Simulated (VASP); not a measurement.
# YTl (P4/mmm) in VASP: notebook, part 2 of 2

VASP 6.6.1.

## 4. Single point, LDA (zz strain of +2 %)

Contents of INCAR:

```
  PREC = Accurate
  ENCUT = 520
  EDIFF = 1E-7
  ISMEAR = -1
  SIGMA = 0.08
  LREAL = F
  LASPH = T
  NELM = 100
  ALGO = Normal
  ISIF = 2
  LWAVE = F
  LCHARG = F
  NBANDS = 19
```

Contents of KPOINTS:

```
Automatic mesh
0
Gamma
  11 11 11
```

Contents of POSCAR:

```
YTl
1.0
    3.7510000000      0.0000000000      0.0000000000
    0.0000000000      3.7510000000      0.0000000000
    0.0000000000      0.0000000000      3.8260200000
Y Tl
1 1
Direct
    0.5000000000      0.5000000000      0.5000000000
    0.0000000000      0.0000000000      0.0000000000
```

Potentials or basis: VASP PAW LDA potentials, release 64 (Y_sv, Tl_d).

The run is started by

```sh
> cat potpaw_LDA.64/Y_sv/POTCAR potpaw_LDA.64/Tl_d/POTCAR > POTCAR
> mpirun -np 1 vasp_std > vasp.out
```

OUTCAR:

```text
PREC = Accurate
   ENCUT = 520
   EDIFF = 1E-7
   ISMEAR = -1
   LREAL = F
   LASPH = T
   NELM = 100
   ISIF = 2

 ion  position               nearest neighbor table
   1  0.500  0.500  0.500-   2 3.27   2 3.27   2 3.27   2 3.27   2 3.27   2 3.27   2 3.27   2 3.27

   2  0.000  0.000  0.000-   1 3.27   1 3.27   1 3.27   1 3.27   1 3.27   1 3.27   1 3.27   1 3.27

  LATTYP: Found a simple tetragonal cell.
 ALAT       =     3.7510000000
 C/A-ratio  =     1.0200000000

  Lattice vectors:

 A1 = (   3.7510000000,   0.0000000000,   0.0000000000)
 A2 = (   0.0000000000,   3.7510000000,   0.0000000000)
 A3 = (   0.0000000000,   0.0000000000,   3.8260200000)

Analysis of symmetry for initial positions (statically):
=====================================================================
 Subroutine PRICEL returns:
 Original cell was already a primitive cell.

 Routine SETGRP: Setting up the symmetry group for a
 simple tetragonal supercell.

 Subroutine GETGRP returns: Found 16 space group operations
[... 152 lines left out ...]
 NGX is ok and might be reduce to    28
   NGX = 13   NGY = 13   NGZ = 15

 number of electron      24.0000003 magnetization

 Free energy of the ion-electron system (eV)
  ---------------------------------------------------
  ext. energy  EPLUGINS =         0.00000000
  ---------------------------------------------------
  free energy    TOTEN  =       -10.86895932 eV

  energy without entropy =      -10.83903517  energy(sigma->0) =      -10.85399725

 E-fermi :   5.7532     XC(G=0): -10.6461

 val. band max:        5.7427920840   @ k =   0.3636   0.0000   0.0000
 cond. band min:       5.7681190452   @ k =   0.3636   0.0909   0.0000
 fundamental gap:      0.0253269611
 Fermi energy:         5.7531554959

 k-point     1 :       0.0000    0.0000    0.0000
  band No.  band energies     occupation
      1     -37.1257      2.00000
      2     -17.1799      2.00000
      3     -17.1547      2.00000
      4     -17.1547      2.00000
      5      -5.9381      2.00000
      6      -5.9210      2.00000
[... 505 lines left out ...]
      6      -5.8399      2.00000
[... 11 lines left out ...]
     18      11.1665      0.00000
     19      13.5514      0.00000

 [... further k-points ...]
[... 5 lines left out ...]
  --------------------------------------------------------------------------------------
  -------------------------------------------------------------------------------------
  Total       -1.3130900     -1.3130900     -1.3834161      0.0000000     -0.0000000      0.0000000
  in kB      -39.0808232    -39.0808232    -41.1739043      0.0000000     -0.0000000      0.0000000
  external PRESSURE =     -39.7785169 kB  Pullay stress =       0.0000000 kB

 VOLUME and BASIS-vectors are now :
 -----------------------------------------------------------------------------
  energy-cutoff  :      520.00
  volume of cell :       53.83
      direct lattice vectors                 reciprocal lattice vectors
     3.751000000  0.000000000  0.000000000     0.266595575  0.000000000  0.000000000
     0.000000000  3.751000000  0.000000000     0.000000000  0.266595575  0.000000000
     0.000000000  0.000000000  3.826020000     0.000000000  0.000000000  0.261368210

 POSITION                                       TOTAL-FORCE (eV/Angst)
 -----------------------------------------------------------------------------------
      1.87550      1.87550      1.91301         0.000000      0.000000      0.000000
      0.00000      0.00000      0.00000         0.000000      0.000000      0.000000
 -----------------------------------------------------------------------------------
    total drift:                               -0.000000      0.000000      0.000000

  FREE ENERGIE OF THE ION-ELECTRON SYSTEM (eV)
  ---------------------------------------------------
  free  energy   TOTEN  =       -10.8689593208 eV

  energy  without entropy=      -10.8390351701  energy(sigma->0) =      -10.85399725
```

OSZICAR:

```text
N       E                     dE             d eps       ncg     rms          rms(c)
DAV:   1     0.108618175727E+03    0.10862E+03   -0.12728E+04  4908   0.120E+03
DAV:   2    -0.613626208573E+01   -0.11475E+03   -0.11289E+03  5382   0.277E+02
DAV:   3    -0.113065888332E+02   -0.51703E+01   -0.51098E+01  8047   0.397E+01
DAV:   4    -0.114272246212E+02   -0.12064E+00   -0.12017E+00  5713   0.501E+00
DAV:   5    -0.114289501564E+02   -0.17255E-02   -0.17246E-02  5745   0.540E-01    0.247E+01
DAV:   6    -0.109574515205E+02    0.47150E+00   -0.54608E-01  5199   0.427E+00    0.159E+01
DAV:   7    -0.108868014455E+02    0.70650E-01   -0.60920E-01  5910   0.448E+00    0.242E+00
DAV:   8    -0.108695525161E+02    0.17249E-01   -0.11369E-01  5222   0.196E+00    0.581E-01
DAV:   9    -0.108689573445E+02    0.59517E-03   -0.49102E-03  5294   0.409E-01    0.102E-01
DAV:  10    -0.108689642843E+02   -0.69398E-05   -0.20914E-04  5591   0.111E-01    0.635E-02
DAV:  11    -0.108689593492E+02    0.49351E-05   -0.20501E-05  5425   0.329E-02    0.287E-02
DAV:  12    -0.108689593239E+02    0.25246E-07   -0.10603E-06  5769   0.674E-03    0.281E-03
DAV:  13    -0.108689593208E+02    0.31191E-08   -0.64873E-08  4308   0.123E-03
   1 F= -.10868959E+02 E0= -.10853997E+02  d E =-.299242E-01
```

stdout:

```text
POSCAR found type information on POSCAR Y Tl
 POSCAR found :  2 types and       2 ions
 scaLAPACK will be used
 LDA part: xc-table for (Slater(with rela. corr.)+CA(PZ))
 , standard interpolation
 POSCAR, INCAR and KPOINTS ok, starting setup
 FFT: planning ... GRIDC
 FFT: planning ... GRID_SOFT
 FFT: planning ... GRID
 WAVECAR not read
 entering main loop
```

Wall time 33 s (1 thread of Intel Xeon 6975P-C (Granite Rapids), shared host); peak memory 0.26 GiB.

What came out:

```yaml
Free_energy: -10.8690 eV
Pressure: -4.0 GPa
Band_gap_on_the_k_mesh: zero (bands 12 and 13 overlap by 2.16 eV)
```

Stress tensor (GPa, compression positive):
```
-3.91  0.00  0.00
 0.00 -3.91  0.00
 0.00  0.00 -4.12
```

Levels at points of the mesh, in eV from the Fermi level:
```
           k point  band 8  band 9  band 10  band 11  band 12  band 13  band 14  band 15  band 16  band 17
(0.00, 0.00, 0.00)  -11.46  -11.45    -8.96    -0.14    -0.14     2.77     3.14     3.14     3.36     3.36
```

Caveat: the cell differs from its parent crystal (zz strain of +2 %); the cell stands under tension; spin-orbit coupling is left out, which moves the levels of the heavy elements.

## 5. Summary

| cell | gap on the mesh (eV) | pressure (GPa) |
| --- | --- | --- |
| a = 3.751, b = 3.751, c = 3.713 Å, 2 atoms | none | -2.3 |
| a = 3.751, b = 3.751, c = 3.789 Å, 2 atoms | none | -3.5 |
| a = 3.751, b = 3.751, c = 3.826 Å, 2 atoms | none | -4.0 |

Alike in all rows: task single point; level LDA; potentials or basis VASP PAW LDA potentials, release 64 (Y_sv, Tl_d); no spin polarisation; k mesh 11 × 11 × 11; cutoff (eV) 520; smearing fermi-dirac 0.08 eV.

Caveats: spin-orbit coupling is left out, which moves the levels of the heavy elements; the cell stands under tension (at least some runs).

Total energies depend on the potentials used, so only differences within one code and one set of settings carry meaning.
